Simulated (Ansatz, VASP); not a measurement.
**One calculation of Zn, two programs**

```
Zn
1.0
    -1.37809    1.57496    1.57496
     1.57496   -1.37809    1.57496
     1.57496    1.57496   -1.37809
Zn
1
Cartesian
  0.0000 0.0000 0.0000
```

Alike in both runs: task single point; functional LDA; k mesh 24 × 24 × 24; occupations gaussian, width 0.15 eV; no spin polarisation.

|  | VASP | Ansatz |
| --- | --- | --- |
| version | VASP 6.6.1 | Ansatz 0.2.0 |
| potentials or method | VASP PAW LDA potentials, release 64 (Zn), cutoff 520 eV | scalar-relativistic, plane waves, PAW |
| valence electrons in the cell | 12 | 12 |

|  | VASP | Ansatz | Ansatz less VASP |
| --- | --- | --- | --- |
| gap on the k mesh at the Fermi level (eV) | none | none | - |
| pressure (GPa) | -6.2 | -6.6 | -0.40 |
| traceless stress, the component that is largest in VASP (GPa) | -0.73 | -0.63 | +0.096 |

LDA's correlation is that of Perdew and Zunger in VASP and of Perdew and Wang (1992) in Ansatz. A gap of «none» marks a metal or a gap that the smearing closes.
